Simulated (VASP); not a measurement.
Wanted: the native input for a VASP 6.6.1 run.

```
Task                   : single point
Functional             : r2SCAN
Dispersion             : D3(BJ)
Potentials or basis    : VASP PAW PBE potentials, release 64 (Mo_sv, S)
Cutoff                 : 520 eV
k mesh                 : 12 × 12 × 4
Occupations            : gaussian, width 0.02 eV
Spin                   : no spin polarisation
Dipole correction      : no
Further INCAR settings : ALGO = Normal; EDIFF = 1e-06; NBANDS = 35
```

MoS2:

```
CELL_PARAMETERS angstrom
3.17852 0.00000 0.00000
-1.58926 2.75268 0.00000
0.00000 0.00000 12.63823
ATOMIC_POSITIONS crystal
Mo 0.33333 0.66667 0.25000
Mo 0.66667 0.33333 0.75000
S 0.33333 0.66667 0.62710
S 0.66667 0.33333 0.12710
S 0.33333 0.66667 0.87290
S 0.66667 0.33333 0.37290
```

One way to write it, as run:

POSCAR

```
MoS2
1.0
    3.1785188690      0.0000000000      0.0000000000
   -1.5892594345      2.7526780870      0.0000000000
    0.0000000000      0.0000000000     12.6382292144
Mo S
2 4
Direct
    0.3333333333      0.6666666667      0.2500000000
    0.6666666667      0.3333333333      0.7500000000
    0.3333333333      0.6666666667      0.6271021522
    0.6666666667      0.3333333333      0.1271021522
    0.3333333333      0.6666666667      0.8728978478
    0.6666666667      0.3333333333      0.3728978478
```

INCAR.step1

```
SYSTEM = MoS2
ALGO     = Normal         ! electronic algorithm
EDIFF    = 1E-4           ! SCF threshold, eV
ENCUT    = 520            ! plane-wave cutoff, eV
GGA      = PE             ! functional
ISMEAR   = 0              ! smearing method
LASPH    = .True.         ! aspherical terms in the spheres
LCHARG   = .False.        ! write CHGCAR
LREAL    = .False.        ! projectors in reciprocal space
LWAVE    = .True.         ! write WAVECAR
NBANDS   = 35             ! bands
NELM     = 100            ! most SCF steps
PREC     = Accurate       ! precision mode
SIGMA    = 0.02           ! smearing width, eV
```

INCAR.step2

```
SYSTEM = MoS2
ALGO     = Normal         ! electronic algorithm
EDIFF    = 1E-6           ! SCF threshold, eV
ENCUT    = 520            ! plane-wave cutoff, eV
ISIF     = 2              ! what is computed and relaxed
ISMEAR   = 0              ! smearing method
ISTART   = 1            
IVDW     = 12             ! dispersion correction
LASPH    = .True.         ! aspherical terms in the spheres
LCHARG   = .True.         ! write CHGCAR
LELF     = .True.         ! ELF
LMIXTAU  = .True.       
LREAL    = .False.        ! projectors in reciprocal space
LVHAR    = .True.       
LWAVE    = .False.        ! write WAVECAR
METAGGA  = R2SCAN         ! meta-GGA
NBANDS   = 35             ! bands
NELM     = 100            ! most SCF steps
PREC     = Accurate       ! precision mode
SIGMA    = 0.02           ! smearing width, eV
VDW_A1   = 0.49484001   
VDW_A2   = 5.73083694   
VDW_S6   = 1.0          
VDW_S8   = 0.78981345
```

KPOINTS

```
k-points
0
Gamma
  12 12 4
  0 0 0
```

Potentials or basis: VASP PAW PBE potentials, release 64 (Mo_sv, S).

Launch:

```sh
$ cat potpaw_PBE.64/Mo_sv/POTCAR potpaw_PBE.64/S/POTCAR > POTCAR
$ cp INCAR.step1 INCAR
$ mpirun -np 1 vasp_std > vasp.out
$ cp INCAR.step2 INCAR
$ mpirun -np 1 vasp_std > vasp.out
```

Results of the run:

```
Pressure                   : -1.0 GPa
Largest force              : 0.004 eV/Å
Band gap on the k mesh     : 1.12 eV (least direct gap 1.74 eV)
Dispersion energy per atom : -0.194 eV
```

Caveat: the PAW data sets were made with another functional, which shifts forces and pressure a little.

Run time: 13 min on 1 thread of Intel Xeon 8259CL, with other jobs on the host, peak memory 0.35 GiB.
